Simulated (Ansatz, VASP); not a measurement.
## Nb: VASP beside Ansatz

```xyz
1
Lattice="0.0000 2.0727 2.1150 2.0727 0.0000 2.1150 2.0727 2.0727 0.0000" Properties=species:S:1:pos:R:3 pbc="T T T"
Nb    0.0000    0.0000    0.0000
```

Change from the starting cell: equal xx and yy strain of -2 %, crystal datasets.

Alike in both runs: task electric field gradients; functional PBEsol; k mesh 13 × 13 × 13; occupations fermi-dirac, width 0.08 eV; no spin polarisation.

|  | VASP | Ansatz |
| --- | --- | --- |
| version | VASP 6.6.1 | Ansatz 0.2.0 |
| potentials or method | VASP PAW PBE potentials, release 64 (Nb_sv), cutoff 520 eV | all-electron PAW with datasets made for the crystal, scalar-relativistic |

```csv
,VASP,Ansatz,Ansatz less VASP
pressure (GPa),-0.4,-0.2,+0.28
"traceless stress, the component that is largest in VASP (GPa)",3.79,3.81,+0.029
size of Vzz on the site where it differs most (V/Å²),12.9,13.0,+0.03
```

VASP's potentials were made for PBE, not for PBEsol. Ansatz ran all-electron here, and VASP with PAW potentials.
